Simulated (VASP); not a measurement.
# In3Ga5P8 (P1) in VASP: single point with PBEsol

Aim: the single point of In3Ga5P8 with PBEsol.

Program: VASP 6.6.1. These are calculated values, not measurements. Logs are shortened: lines on timing, memory, paths and dates and some standing lists are left out, and cuts for length are marked.

### Step 1. The cell of the first run

The typed cell holds 64 atoms: a = 11.205 Å, b = 11.205 Å, c = 11.205 Å, α = 90.00°, β = 90.00°, γ = 90.00°.

### Step 2. Single point, PBEsol

Contents of INCAR:

```
PREC     = Accurate       # precision mode
ENCUT    = 500            # plane-wave cutoff, eV
EDIFF    = 1E-6           # SCF threshold, eV
ISMEAR   = -1             # smearing method
SIGMA    = 0.05           # smearing width, eV
LREAL    = Auto         
LASPH    = True           # aspherical terms in the spheres
NELM     = 120            # most SCF steps
ALGO     = Normal         # electronic algorithm
ISIF     = 2              # what is computed and relaxed
LWAVE    = False          # write WAVECAR
LCHARG   = True           # write CHGCAR
GGA      = PS             # functional
LELF     = True           # ELF
LVHAR    = True         
ISYM     = -1           
NBANDS   = 326            # bands
GGA_COMPAT= False
```

Contents of KPOINTS:

```
explicit points
1
Reciprocal
  0.25000000   0.25000000   0.25000000 1
```

Contents of POSCAR:

```
In3Ga5P8
1.0
   11.2048901408      0.0000000000      0.0000000000
    0.0000000000     11.2048901408      0.0000000000
    0.0000000000      0.0000000000     11.2048901408
In Ga P
12 20 32
Direct
    0.9997860000      0.0024180000      0.0000020000
    0.0046010000      0.4978940000      0.5025510000
    0.5030670000      0.0031870000      0.9997850000
    0.4998660000      0.4985020000      0.9981870000
    0.4959130000      0.4981090000      0.5022740000
    0.2469870000      0.2523430000      0.0017820000
    0.2468280000      0.7478390000      0.9981160000
    0.7556290000      0.7520170000      0.9958730000
    0.7526400000      0.7569870000      0.5044150000
    0.7552720000      0.4926670000      0.2482680000
    0.5017600000      0.2486770000      0.7462320000
    0.4953410000      0.7549150000      0.2557650000
    0.0023040000      0.0022120000      0.5003810000
    0.0011070000      0.4974580000      0.9965420000
    0.4983600000      0.0025090000      0.5000490000
    0.2471420000      0.2453810000      0.4977330000
    0.2477750000      0.7543420000      0.5012850000
    0.7554890000      0.2492860000      0.9996780000
    0.7520690000      0.2431270000      0.4998810000
    0.2477500000      0.0022370000      0.2600210000
    0.2473740000      0.9973260000      0.7395860000
    0.2449470000      0.4963070000      0.2521010000
    0.2446380000      0.5020980000      0.7465830000
    0.7533030000      0.0072190000      0.2546470000
    0.7523850000      0.0013630000      0.7450590000
    0.7549550000      0.4972410000      0.7518610000
    0.0004760000      0.2470990000      0.2518600000
    0.9970040000      0.2494630000      0.7468640000
    0.0041870000      0.7516340000      0.2523590000
    0.0025150000      0.7503960000      0.7479700000
    0.5009480000      0.2459510000      0.2549440000
    0.4986210000      0.7508900000      0.7446320000
    0.1255700000      0.1238200000      0.1399040000
    0.1231890000      0.1257850000      0.6224290000
    0.1171630000      0.6164480000      0.1293190000
    0.1307070000      0.6341490000      0.6291470000
    0.6339050000      0.1332970000      0.1305200000
    0.6306860000      0.1170550000      0.6168060000
    0.6249010000      0.6273990000      0.1266460000
    0.6274460000      0.6230330000      0.6362840000
    0.3769330000      0.3746210000      0.1394260000
    0.3573640000      0.3719270000      0.6245280000
    0.3646480000      0.8848580000      0.1309670000
    0.3763370000      0.8751980000      0.6198020000
    0.8861660000      0.3651750000      0.1165300000
    0.8679850000      0.3676220000      0.6266310000
    0.8759040000      0.8770390000      0.1393070000
    0.8858940000      0.8837180000      0.6320250000
    0.3751270000      0.1243890000      0.3784690000
    0.3648820000      0.1175450000      0.8658670000
    0.3580880000      0.6245890000      0.3764750000
    0.3743190000      0.6232810000      0.8603240000
    0.8787810000      0.1260600000      0.3774150000
    0.8686870000      0.1293300000      0.8679250000
    0.8817020000      0.6308730000      0.3713690000
    0.8847040000      0.6192000000      0.8673800000
    0.1285780000      0.3652410000      0.3700130000
    0.1182170000      0.3802690000      0.8664010000
    0.1244000000      0.8760940000      0.3785000000
    0.1237150000      0.8760710000      0.8613310000
    0.6260400000      0.3609830000      0.3784420000
    0.6386150000      0.3728860000      0.8761320000
    0.6253310000      0.8910820000      0.3767020000
    0.6255330000      0.8755850000      0.8596340000
```

Potentials or basis: VASP PAW PBE potentials, release 64 (In_d, Ga_d, P).

The run is started by

```bash
$ cat potpaw_PBE.64/In_d/POTCAR potpaw_PBE.64/Ga_d/POTCAR potpaw_PBE.64/P/POTCAR > POTCAR
$ mpirun -np 1 vasp_std > vasp.out
```

OUTCAR:

```text
PREC = Accurate
   ENCUT = 500
   EDIFF = 1E-6
   ISMEAR = -1
   LREAL = Auto
   LASPH = True
   NELM = 120
   ISIF = 2
   GGA = PS
   ISYM = -1

 ion  position               nearest neighbor table
   1  1.000  0.002  0.000-  33 2.51  47 2.52  60 2.52  54 2.52   8 3.92   6 3.94   7 3.97
   2  0.005  0.498  0.503-  55 2.51  36 2.52  57 2.52  46 2.53  10 3.99
   3  0.503  0.003  1.000-  50 2.51  43 2.51  64 2.53  37 2.53  11 3.95   8 3.99  12 4.00   6 4.00

   4  0.500  0.499  0.998-  39 2.47  62 2.50  52 2.51  41 2.52   6 3.95  11 3.98   7 3.98  10 4.01

   5  0.496  0.498  0.502-  42 2.51  51 2.53  40 2.53  61 2.53  11 3.91  12 3.99
   6  0.247  0.252  0.002-  33 2.51  50 2.52  41 2.53  58 2.54   1 3.94   4 3.95   3 4.00
   7  0.247  0.748  0.998-  43 2.51  60 2.51  52 2.52  35 2.54   1 3.97   4 3.98  12 4.01
   8  0.756  0.752  0.996-  39 2.50  47 2.52  64 2.52  56 2.53   1 3.92   3 3.99
   9  0.753  0.757  0.504-  48 2.51  55 2.51  63 2.52  40 2.53  12 4.01
  10  0.755  0.493  0.248-  39 2.50  55 2.51  45 2.52  61 2.53   2 3.99   4 4.01
  11  0.502  0.249  0.746-  50 2.51  38 2.52  42 2.53  62 2.53   5 3.91   3 3.95   4 3.98
  12  0.495  0.755  0.256-  43 2.49  39 2.50  63 2.51  51 2.52   5 3.99   3 4.00   9 4.01   7 4.01

  13  0.002  0.002  0.500-  34 2.37  48 2.37  59 2.39  53 2.40
  14  0.001  0.497  0.997-  58 2.36  56 2.38  45 2.38  35 2.38
  15  0.498  0.003  0.500-  63 2.34  38 2.36  49 2.37  44 2.39
  16  0.247  0.245  0.498-  42 2.36  57 2.37  34 2.38  49 2.38
  17  0.248  0.754  0.501-  36 2.36  51 2.37  59 2.38  44 2.38
  18  0.755  0.249  1.000-  45 2.35  62 2.36  54 2.37  37 2.39
[... 44 lines left out ...]
  63  0.625  0.891  0.377-  15 2.34  24 2.37  12 2.51   9 2.52
  64  0.626  0.876  0.860-  32 2.37  25 2.38   8 2.52   3 2.53

IMPORTANT INFORMATION: All symmetrisations will be switched off!
NOSYMM: (Re-)initialisation of all symmetry stuff for point group C_1.

----------------------------------------------------------------------------------------

                                     Primitive cell

  volume of cell :    1406.7691

  direct lattice vectors                    reciprocal lattice vectors
    11.204890141  0.000000000  0.000000000     0.089246747  0.000000000  0.000000000
     0.000000000 11.204890141  0.000000000     0.000000000  0.089246747  0.000000000
     0.000000000  0.000000000 11.204890141     0.000000000  0.000000000  0.089246747

  length of vectors
    11.204890141 11.204890141 11.204890141     0.089246747  0.089246747  0.089246747

  position of ions in fractional coordinates (direct lattice)
     0.999786000  0.002418000  0.000002000
     0.004601000  0.497894000  0.502551000
     0.503067000  0.003187000  0.999785000
     0.499866000  0.498502000  0.998187000
     0.495913000  0.498109000  0.502274000
     0.246987000  0.252343000  0.001782000
[... 165 lines left out ...]
   PSTRESS=    0.0 pullay stress
   NELECT =     576.0000    total number of electrons
   NUPDOWN=      -1.0000    fix difference up-down
   EMIN   =  10.00;   EMAX   =-10.00  energy-range for DOS
   EFERMI =   0.00;   METHOD = LEGACY
   ISMEAR =    -1;   SIGMA  =   0.05  broadening in eV -4-tet -1-fermi 0-gaus
   EFERMI_NEDOS =   21; number of points for ismear=-14 and -15
   IALGO  =     38    algorithm
   IMIX   =      4    mixing-type and parameters
     AMIX     =   0.40;   BMIX     =  1.00
     AMIX_MAG =   1.60;   BMIX_MAG =  1.00
  volume/ion in A,a.u.               =      21.98       148.33
  Fermi-wavevector in a.u.,A,eV,Ry     =   1.215649  2.297243 20.106710  1.477802
  Thomas-Fermi vector in A             =   2.351029
   LORBIT       =      0    0 simple, 1 ext, 2 COOP (PROOUT), +10 PAW based schemes
   GGA     = PS    functional components
   LHFCALC =     F    Hartree Fock is set to
   AEXX    =    0.0000 exact exchange contribution
   IVDW    =     0    specifies the selected vdW correction
   LEPSILON=     F    determine dielectric tensor
   LRPA    =     F    only Hartree local field effects (RPA)
 non-spin polarized calculation
  energy-cutoff  :      500.00
  volume of cell :     1406.77
 maximum number of plane-waves:     35685
 NGX is ok and might be reduce to    84
   NGX = 41   NGY = 41   NGZ = 41

 number of electron     575.9999972 magnetization

 Free energy of the ion-electron system (eV)
  ---------------------------------------------------
  ext. energy  EPLUGINS =         0.00000000
  ---------------------------------------------------
  free energy    TOTEN  =      -307.02049638 eV

  energy without entropy =     -307.02049609  energy(sigma->0) =     -307.02049624

 E-fermi :   5.5229     XC(G=0):  -9.8230

 val. band max:        4.6880639773   @ k =   0.2500   0.2500   0.2500
 cond. band min:       6.3378575941   @ k =   0.2500   0.2500   0.2500
 fundamental gap:      1.6497936167
 Fermi energy:         5.5228747791

 k-point     1 :       0.2500    0.2500    0.2500
  band No.  band energies     occupation
      1      -9.8180      2.00000
      2      -9.8161      2.00000
      3      -9.8105      2.00000
      4      -9.8042      2.00000
      5      -9.8018      2.00000
      6      -9.7981      2.00000
[... 292 lines left out ...]
    299       7.2779      0.00000
    300       7.3241      0.00000
 [bands above 300 left out]

------------------------ aborting loop because EDIFF is reached ----------------------------------------

  FORCE on cell =-STRESS in cart. coord.  units (eV):
  Direction    XX          YY          ZZ          XY          YZ          ZX
  --------------------------------------------------------------------------------------
  -------------------------------------------------------------------------------------
  Total       -0.3602808     -0.6102878      0.2365657     -5.0274825     -4.4290668     -4.9349444
  in kB       -0.4103259     -0.6950603      0.2694261     -5.7258286     -5.0442896     -5.6204364
  external PRESSURE =      -0.2786533 kB  Pullay stress =       0.0000000 kB

 VOLUME and BASIS-vectors are now :
 -----------------------------------------------------------------------------
  energy-cutoff  :      500.00
  volume of cell :     1406.77
      direct lattice vectors                 reciprocal lattice vectors
    11.204890141  0.000000000  0.000000000     0.089246747  0.000000000  0.000000000
     0.000000000 11.204890141  0.000000000     0.000000000  0.089246747  0.000000000
     0.000000000  0.000000000 11.204890141     0.000000000  0.000000000  0.089246747

 POSITION                                       TOTAL-FORCE (eV/Angst)
 -----------------------------------------------------------------------------------
     11.20249      0.02709      0.00002         0.001978      0.007080     -0.002057
      0.05155      5.57885      5.63103         0.000057      0.004661     -0.002013
      5.63681      0.03571     11.20248        -0.003691     -0.002203     -0.001676
      5.60094      5.58566     11.18458         0.013560     -0.001437      0.002527
      5.55665      5.58126      5.62792        -0.006191      0.000019      0.001246
      2.76746      2.82748      0.01997         0.003508      0.000614      0.002371
[... 56 lines left out ...]
      7.00677      9.98448      4.22090         0.001589      0.003132     -0.000899
      7.00903      9.81083      9.63210         0.008472      0.008628     -0.000918
 -----------------------------------------------------------------------------------
    total drift:                                0.024191      0.007153     -0.011008

  FREE ENERGIE OF THE ION-ELECTRON SYSTEM (eV)
  ---------------------------------------------------
  free  energy   TOTEN  =      -307.0204963845 eV

  energy  without entropy=     -307.0204960883  energy(sigma->0) =     -307.02049624
```

Run time: 24 min. Hardware: 1 thread of Intel Xeon Platinum 8259CL at 2.50GHz (Skylake/Cascade Lake), shared host; peak memory 1.2 GiB.

Results:

```
Free energy            : -307.0205 eV
Pressure               : 0.0 GPa
Largest force          : 0.023 eV/Å
Band gap on the k mesh : 1.65 eV
```

Forces on the atoms (eV/Å):
```
In   0.002  0.007 -0.002
In   0.000  0.005 -0.002
In  -0.004 -0.002 -0.002
In   0.014 -0.001  0.003
In  -0.006  0.000  0.001
In   0.004  0.001  0.002
In   0.004 -0.001 -0.002
In  -0.009 -0.012 -0.005
In   0.001 -0.002  0.007
In  -0.007  0.009 -0.013
In   0.002  0.007  0.000
In  -0.001  0.000 -0.007
Ga  -0.016 -0.011 -0.005
Ga  -0.013  0.000  0.000
Ga   0.006  0.001 -0.004
Ga   0.004  0.007 -0.007
Ga   0.003 -0.015 -0.006
Ga  -0.003  0.006 -0.005
Ga  -0.008 -0.003 -0.004
Ga  -0.001 -0.005 -0.008
Ga  -0.007 -0.015  0.004
Ga  -0.008 -0.007 -0.001
Ga  -0.003 -0.005 -0.009
Ga  -0.010 -0.008  0.002
Ga  -0.009 -0.005 -0.004
Ga  -0.005 -0.012  0.002
Ga  -0.006  0.006 -0.006
Ga  -0.016  0.002  0.000
Ga  -0.019 -0.012  0.006
Ga  -0.011 -0.003 -0.004
Ga  -0.005  0.005  0.003
Ga  -0.006 -0.010  0.004
P    0.002  0.000  0.003
P    0.010  0.004  0.005
P    0.014 -0.004  0.009
P   -0.001  0.000  0.013
P    0.007 -0.001 -0.001
P    0.009  0.005  0.009
P    0.006 -0.005 -0.005
P   -0.004  0.005  0.003
P   -0.001 -0.004 -0.001
P   -0.007  0.006  0.003
P    0.002 -0.005  0.005
P   -0.003  0.011  0.000
P    0.003 -0.001  0.003
P    0.006  0.001  0.010
P    0.007  0.000  0.000
P    0.010 -0.004 -0.005
P   -0.002 -0.008  0.000
P    0.002  0.007  0.003
P   -0.006  0.009  0.008
P    0.003  0.012  0.000
P    0.006  0.000  0.006
P    0.004  0.006  0.003
P    0.016  0.008 -0.011
P    0.008  0.003  0.002
P    0.010  0.000  0.003
P    0.002  0.004  0.000
P    0.004  0.010 -0.001
P    0.014  0.010 -0.003
P    0.006 -0.009  0.000
P    0.001  0.000  0.004
P    0.002  0.003 -0.001
P    0.008  0.009 -0.001
```

Stress tensor (GPa, compression positive):
```
-0.04 -0.57 -0.56
-0.57 -0.07 -0.50
-0.56 -0.50  0.03
```

Caveat: the PAW data sets were made with another functional, which shifts forces and pressure a little; spin-orbit coupling is left out, which moves the levels of the heavy elements; a shifted mesh leaves out Γ, where band edges can lie. A k mesh can miss the band edges.
